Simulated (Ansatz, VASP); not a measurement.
**Co: VASP beside Ansatz**

The input INCAR:

```
  PREC = Accurate
  ENCUT = 520
  EDIFF = 1E-6
  ISMEAR = -1
  SIGMA = 0.05
  LREAL = False
  LASPH = True
  NELM = 150
  ALGO = Normal
  ISIF = 2
  LWAVE = False
  LCHARG = False
  ISPIN = 2
  MAGMOM = 1.748 1.748 1.764 1.764
  LORBIT = 11
  LMAXMIX = 4
  GGA = RP
  NBANDS = 30
```

File KPOINTS:

```
regular mesh
0
Gamma
  16 16 5
```

POSCAR

```
Co
1.0
    2.4494937567      0.0000000000      0.0000000000
   -1.2247468784      2.1213238197      0.0000000000
    0.0000000000      0.0000000000      7.9476822167
Co
4
Direct
    0.0000000000      0.0000000000      0.0000000000
    0.0000000000      0.0000000000      0.5000000000
    0.3333333333      0.6666666667      0.2500000000
    0.6666666667      0.3333333333      0.7500000000
```

Input for Ansatz:

```yaml
crystal:
  lattice:
    - [2.4494937567, 0.0, 0.0]
    - [-1.2247468784, 2.1213238197, 0.0]
    - [0.0, 0.0, 7.9476822167]
  atoms:
    - { symbol: Co, position: [0.0, 0.0, 0.0], spin: 1.748 }
    - { symbol: Co, position: [0.0, 0.0, 0.5], spin: 1.748 }
    - { symbol: Co, position: [0.3333333333, 0.6666666667, 0.25], spin: 1.764 }
    - { symbol: Co, position: [0.6666666667, 0.3333333333, 0.75], spin: 1.764 }
hamiltonian:
  xc: rpbe
  pseudopotentials:
    kind: paw
    azcp:
      Co: "pseudopotentials/Co.paw.azcp"
basis:
  ecutwfc: 420
  fft_grid_basis: typed
kpoints:
  mp_grid: { grid: [16, 16, 5], shift: [0, 0, 0] }
magnetization:
  spin_polarized: true
scf:
  occupations: { method: fermi_dirac, width: 0.05 }
  lower_state_search: "off"
output:
  stress: true
```

Alike in both runs: task single point; functional RPBE; k mesh 16 × 16 × 5; occupations fermi-dirac, width 0.05 eV; collinear spin.

|  | VASP | Ansatz |
| --- | --- | --- |
| version | VASP 6.6.1 | Ansatz 0.2.0 |
| potentials or method | VASP PAW PBE potentials, release 64 (Co), cutoff 520 eV | plane waves (420 eV) with PAW, scalar-relativistic |
| valence electrons in the cell | 36 | 68 |

```csv
,VASP,Ansatz,Ansatz less VASP
pressure (GPa),17.9,18.8,+0.88
"traceless stress, the component that is largest in VASP (GPa)",0.18,0.16,-0.019
net moment per atom (μB),1.59,1.59,+0.006
size of the moment on the site where the two differ most (μB),1.61,1.68,+0.070
```

VASP's potentials were made for PBE, not for RPBE. Site moments also hang on the region over which each program counts them. The functional is the same, so the differences come from potentials, cutoffs and numerics. VASP's potentials hold 36 valence electrons a cell and Ansatz's 68, so a difference there can come from the potentials and not from the codes.
